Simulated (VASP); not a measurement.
# BiS: single point with PBE

BiS:

```xyz
2
Lattice="2.1506 1.2417 3.5691 -2.1506 1.2417 3.5691 0.0000 -2.4833 3.5691" Properties=species:S:1:pos:R:3 pbc="T T T"
Bi    0.0000    0.0000    0.0000
S     0.0000    0.0000    5.3537
```

| Quantity | Value |
| --- | --- |
| Program | VASP 6.6.1 |
| Task | single point |
| Functional | PBE |
| Potentials or basis | VASP PAW PBE potentials, release 64 (Bi_d, S) |
| Cutoff | 520 eV |
| k mesh | 8 × 8 × 8 |
| Occupations | fermi-dirac, width 0.05 eV |
| Spin | no spin polarisation |

```json
{"Pressure": "-4.2 GPa", "Band gap on the k mesh": "zero (an odd number of electrons rules out a gap without spin polarisation)"}
```

Stress tensor (GPa, compression positive):
```
-4.32  0.00  0.00
 0.00 -4.32  0.00
 0.00  0.00 -3.99
```

Levels at points of the mesh, in eV from the Fermi level:
```tsv
k point	band 7	band 8	band 9	band 10	band 11	band 12	band 13	band 14
(0.00, 0.00, 0.00)	-9.10	-3.14	-3.03	-3.03	2.42	2.42	2.45	5.38
(0.50, 0.00, 0.00)	-11.37	-2.70	-2.66	-1.95	-1.34	-0.20	-0.14	7.08
(0.50, 0.50, 0.00)	-10.40	-5.89	-4.34	-4.24	2.84	3.08	3.09	3.43
(0.50, 0.50, 0.50)	-11.43	-2.63	-2.63	-1.88	-1.25	-0.07	-0.07	7.06
```

Run time: 46 s on 1 thread of Intel(R) Xeon(R) Platinum 8488C (Sapphire Rapids), with other jobs on the host, peak memory 0.21 GiB.

Caveat: the cell stands under tension; spin-orbit coupling is left out, which moves the levels of the heavy elements.
